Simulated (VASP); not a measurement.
# K3Ba (Fm-3m) in VASP: further runs, part 2 of 2

VASP 6.6.1. Earlier steps stand in the parts before.

## Step 5: Single point, LDA

Contents of INCAR:

```
PREC = Accurate
ENCUT = 520
EDIFF = 1E-6
ISMEAR = 1
SIGMA = 0.1
LREAL = False
LASPH = True
NELM = 80
ALGO = Normal
ISIF = 2
LWAVE = False
LCHARG = True
GGA = CA
LELF = True
LVHAR = True
NBANDS = 26
```

Contents of KPOINTS:

```
regular mesh
0
Gamma
  5 5 5
```

Contents of POSCAR:

```
K3Ba
1.0
    0.0000000000      5.2436290000      5.2436290000
    5.2436290000      0.0000000000      5.2436290000
    5.2436290000      5.2436290000      0.0000000000
K Ba
3 1
Direct
    0.2500000000      0.2500000000      0.2500000000
    0.7500000000      0.7500000000      0.7500000000
    0.5000000000      0.5000000000      0.5000000000
    0.0000000000      0.0000000000      0.0000000000
```

Potentials or basis: VASP PAW LDA potentials, release 64 (K_sv, Ba_sv).

Started as:

```
$ cat potpaw_LDA.64/K_sv/POTCAR potpaw_LDA.64/Ba_sv/POTCAR > POTCAR
$ mpirun -np 1 vasp_std > vasp.out
```

OUTCAR:

```text
PREC = Accurate
   ENCUT = 520
   EDIFF = 1E-6
   ISMEAR = 1
   LREAL = False
   LASPH = True
   NELM = 80
   ISIF = 2
   GGA = CA

 ion  position               nearest neighbor table
   1  0.250  0.250  0.250-
   2  0.750  0.750  0.750-
   3  0.500  0.500  0.500-
   4  0.000  0.000  0.000-

  LATTYP: Found a face centered cubic cell.
 ALAT       =    10.4872580000

  Lattice vectors:

 A1 = (   0.0000000000,   5.2436290000,   5.2436290000)
 A2 = (   5.2436290000,   0.0000000000,   5.2436290000)
 A3 = (   5.2436290000,   5.2436290000,   0.0000000000)

Analysis of symmetry for initial positions (statically):
=====================================================================
 Subroutine PRICEL returns:
 Original cell was already a primitive cell.

 Routine SETGRP: Setting up the symmetry group for a
 face centered cubic supercell.

 Subroutine GETGRP returns: Found 48 space group operations
[... 9 lines left out ...]

 Routine SETGRP: Setting up the symmetry group for a
 face centered cubic supercell.

 Subroutine GETGRP returns: Found 48 space group operations
[... 11 lines left out ...]
                                     Primitive cell

  volume of cell :     288.3539

  direct lattice vectors                    reciprocal lattice vectors
     0.000000000  5.243629000  5.243629000    -0.095353809  0.095353809  0.095353809
     5.243629000  0.000000000  5.243629000     0.095353809 -0.095353809  0.095353809
     5.243629000  5.243629000  0.000000000     0.095353809  0.095353809 -0.095353809

  length of vectors
     7.415611248  7.415611248  7.415611248     0.165157642  0.165157642  0.165157642

  position of ions in fractional coordinates (direct lattice)
     0.250000000  0.250000000  0.250000000
     0.750000000  0.750000000  0.750000000
     0.500000000  0.500000000  0.500000000
     0.000000000  0.000000000  0.000000000

  ion indices of the primitive-cell ions
   primitive index   ion index
                 1           1
                 2           2
                 3           3
                 4           4

----------------------------------------------------------------------------------------

 KPOINTS: regular mesh

Automatic generation of k-mesh.
 Grid dimensions read from file:
 generate k-points for:    5    5    5

 Generating k-lattice:

  Cartesian coordinates                     Fractional coordinates (reciprocal lattice)
    -0.019070762  0.019070762  0.019070762     0.200000000  0.000000000  0.000000000
     0.019070762 -0.019070762  0.019070762     0.000000000  0.200000000  0.000000000
     0.019070762  0.019070762 -0.019070762     0.000000000  0.000000000  0.200000000

  Length of vectors
     0.033031528  0.033031528  0.033031528

  Shift w.r.t. Gamma in fractional coordinates (k-lattice)
     0.000000000  0.000000000  0.000000000

 Subroutine IBZKPT returns following result:
 ===========================================

 Found     10 irreducible k-points:

 Following reciprocal coordinates:
            Coordinates               Weight
  0.000000  0.000000  0.000000      1.000000
  0.200000  0.000000  0.000000      8.000000
  0.400000  0.000000  0.000000      8.000000
  0.200000  0.200000  0.000000      6.000000
  0.400000  0.200000  0.000000     24.000000
 -0.400000  0.200000  0.000000     24.000000
 -0.200000  0.200000  0.000000     12.000000
  0.400000  0.400000  0.000000      6.000000
 -0.400000  0.400000  0.000000     12.000000
 -0.400000  0.400000  0.200000     24.000000
   k-points           NKPTS =     10   k-points in BZ     NKDIM =     10   number of bands    NBANDS=     26
   number of dos      NEDOS =    301   number of ions     NIONS =      4
   total plane-waves  NPLWV = 175616
   dimension x,y,z NGX =    56 NGY =   56 NGZ =   56
   dimension x,y,z NGXF=   112 NGYF=  112 NGZF=  112
   ions per type =               3   1
   NGX,Y,Z   is equivalent  to a cutoff of  12.55, 12.55, 12.55 a.u.
   NGXF,Y,Z  is equivalent  to a cutoff of  25.11, 25.11, 25.11 a.u.
 SYSTEM =  unknown system
   PREC   = accura    normal or accurate (medium, high low for compatibility)
   ISTART =      0    job   : 0-new  1-cont  2-samecut
   ICHARG =      2    charge: 1-file 2-atom 10-const
   ISPIN  =      1    spin polarized calculation?
   LNONCOLLINEAR =      F non collinear calculations
   LSORBIT =      F    spin-orbit coupling
   LASPH  =      T    aspherical Exc in radial PAW
   ENCUT  =  520.0 eV  38.22 Ry    6.18 a.u.  13.79 13.79 13.79*2*pi/ulx,y,z
   NELM   =     80;   NELMIN=  2; NELMDL= -5     # of ELM steps
   EDIFF  = 0.1E-05   stopping-criterion for ELM
   LREAL  =      F    real-space projection
   EDIFFG = 0.1E-04   stopping-criterion for IOM
   NSW    =      0    number of steps for IOM
   IBRION =     -1    ionic relax: 0-MD 1-quasi-New 2-CG
   NFREE  =      0    steps in history (QN), initial steepest desc. (CG)
   ISIF   =      2    stress and relaxation
   ISYM   =      2    0-nonsym 1-usesym 2-fastsym
   POTIM  = 0.5000    time-step for ionic-motion
   TEBEG  =    0.0;   TEEND  =   0.0 temperature during run
   PSTRESS=    0.0 pullay stress
   NELECT =      37.0000    total number of electrons
   NUPDOWN=      -1.0000    fix difference up-down
   EMIN   =  10.00;   EMAX   =-10.00  energy-range for DOS
   EFERMI =   0.00;   METHOD = LEGACY
   ISMEAR =     1;   SIGMA  =   0.10  broadening in eV -4-tet -1-fermi 0-gaus
   EFERMI_NEDOS =   21; number of points for ismear=-14 and -15
   IALGO  =     38    algorithm
   IMIX   =      4    mixing-type and parameters
     AMIX     =   0.40;   BMIX     =  1.00
     AMIX_MAG =   1.60;   BMIX_MAG =  1.00
  volume/ion in A,a.u.               =      72.09       486.48
  Fermi-wavevector in a.u.,A,eV,Ry     =   0.825721  1.560387  9.276664  0.681816
  Thomas-Fermi vector in A             =   1.937629
   LORBIT       =      0    0 simple, 1 ext, 2 COOP (PROOUT), +10 PAW based schemes
   GGA     = CA    functional components
   LHFCALC =     F    Hartree Fock is set to
   AEXX    =    0.0000 exact exchange contribution
   IVDW    =     0    specifies the selected vdW correction
   LEPSILON=     F    determine dielectric tensor
   LRPA    =     F    only Hartree local field effects (RPA)
 non-spin polarized calculation
 Methfessel and Paxton  Order N= 1 SIGMA  =   0.10
  energy-cutoff  :      520.00
  volume of cell :      288.35
 maximum number of plane-waves:      7799
   NGX = 27   NGY = 27   NGZ = 27

 number of electron      37.0000002 magnetization

 Free energy of the ion-electron system (eV)
  ---------------------------------------------------
  ext. energy  EPLUGINS =         0.00000000
  ---------------------------------------------------
  free energy    TOTEN  =        -5.11478354 eV

  energy without entropy =       -5.11264509  energy(sigma->0) =       -5.11407072

 E-fermi :   0.0338     XC(G=0):  -6.2710

 val. band max:       -0.0170530251   @ k =  -0.2000   0.2000   0.0000
 cond. band min:       0.0430714175   @ k =  -0.4000   0.4000   0.0000
 fundamental gap:      0.0601244426
 Fermi energy:         0.0338007466

 k-point     1 :       0.0000    0.0000    0.0000
  band No.  band energies     occupation
      1     -31.5178      2.00000
      2     -31.4134      2.00000
      3     -31.4126      2.00000
      4     -29.8459      2.00000
      5     -15.2372      2.00000
      6     -15.2372      2.00000
[... 18 lines left out ...]
     25       1.5905     -0.00000
     26       3.0391      0.00000

 k-point     2 :       0.2000    0.0000    0.0000
  band No.  band energies     occupation
      1     -31.5178      2.00000
      2     -31.4133      2.00000
      3     -31.4127      2.00000
      4     -29.8459      2.00000
      5     -15.2378      2.00000
      6     -15.2378      2.00000
[... 18 lines left out ...]
     25       1.6191     -0.00000
[... 202 lines left out ...]
     25       1.3005     -0.00000
     26       2.6987      0.00000

 k-point    10 :      -0.4000    0.4000    0.2000
  band No.  band energies     occupation
      1     -31.5177      2.00000
      2     -31.4131      2.00000
      3     -31.4130      2.00000
      4     -29.8459      2.00000
      5     -15.2411      2.00000
      6     -15.2402      2.00000
[... 18 lines left out ...]
     25       1.4264     -0.00000
     26       2.5395      0.00000

------------------------ aborting loop because EDIFF is reached ----------------------------------------

  FORCE on cell =-STRESS in cart. coord.  units (eV):
  Direction    XX          YY          ZZ          XY          YZ          ZX
  --------------------------------------------------------------------------------------
  -------------------------------------------------------------------------------------
  Total       -1.1593168     -1.1593168     -1.1593168     -0.0000000      0.0000000      0.0000000
  in kB       -6.4414976     -6.4414976     -6.4414976     -0.0000000      0.0000000      0.0000000
  external PRESSURE =      -6.4414976 kB  Pullay stress =       0.0000000 kB

 VOLUME and BASIS-vectors are now :
 -----------------------------------------------------------------------------
  energy-cutoff  :      520.00
  volume of cell :      288.35
      direct lattice vectors                 reciprocal lattice vectors
     0.000000000  5.243629000  5.243629000    -0.095353809  0.095353809  0.095353809
     5.243629000  0.000000000  5.243629000     0.095353809 -0.095353809  0.095353809
     5.243629000  5.243629000  0.000000000     0.095353809  0.095353809 -0.095353809

 POSITION                                       TOTAL-FORCE (eV/Angst)
 -----------------------------------------------------------------------------------
      2.62181      2.62181      2.62181         0.000000      0.000000      0.000000
      7.86544      7.86544      7.86544        -0.000000     -0.000000     -0.000000
      5.24363      5.24363      5.24363        -0.000000     -0.000000     -0.000000
      0.00000      0.00000      0.00000        -0.000000     -0.000000     -0.000000
 -----------------------------------------------------------------------------------
    total drift:                                0.000000      0.000000      0.000000

  FREE ENERGIE OF THE ION-ELECTRON SYSTEM (eV)
  ---------------------------------------------------
  free  energy   TOTEN  =        -5.1147835362 eV

  energy  without entropy=       -5.1126450877  energy(sigma->0) =       -5.11407072
```

stdout:

```text
POSCAR found type information on POSCAR K Ba
 POSCAR found :  2 types and       4 ions
 scaLAPACK will be used
 LDA part: xc-table for (Slater(with rela. corr.)+CA(PZ))
 , standard interpolation
 POSCAR, INCAR and KPOINTS ok, starting setup
 FFT: planning ... GRIDC
 FFT: planning ... GRID_SOFT
 FFT: planning ... GRID
 WAVECAR not read
 entering main loop
```

It took 1.7 min on 1 thread of AMD EPYC 7R43 (Zen 3), shared host; peak memory 0.31 GiB.

What came out:

```yaml
Free_energy: -5.1148 eV
Pressure: -0.6 GPa
```

Levels at points of the mesh, in eV from the Fermi level:
| k point | band 14 | band 15 | band 16 | band 17 | band 18 | band 19 | band 20 | band 21 | band 22 | band 23 |
| --- | --- | --- | --- | --- | --- | --- | --- | --- | --- | --- |
| (0.00, 0.00, 0.00) | -15.01 | -15.01 | -15.01 | -2.34 | 0.49 | 0.49 | 0.49 | 0.63 | 0.63 | 1.56 |

Caveat: spin-orbit coupling is left out, which moves the levels of the heavy elements.

## Step 6: The runs side by side

| k mesh | gap on the mesh (eV) | pressure (GPa) |
| --- | --- | --- |
| 2 × 2 × 2 | none | -0.8 |
| 3 × 3 × 3 | none | -0.7 |
| 4 × 4 × 4 | none | -0.6 |
| 5 × 5 × 5 | none | -0.6 |

Alike in all rows: task single point; level LDA; potentials or basis VASP PAW LDA potentials, release 64 (K_sv, Ba_sv); no spin polarisation; cell as given; cutoff (eV) 520; smearing methfessel-paxton 0.1 eV.

Caveats: some runs use coarse meshes; spin-orbit coupling is left out, which moves the levels of the heavy elements.

Total energies depend on the potentials used, so only differences within one code and one set of settings carry meaning.
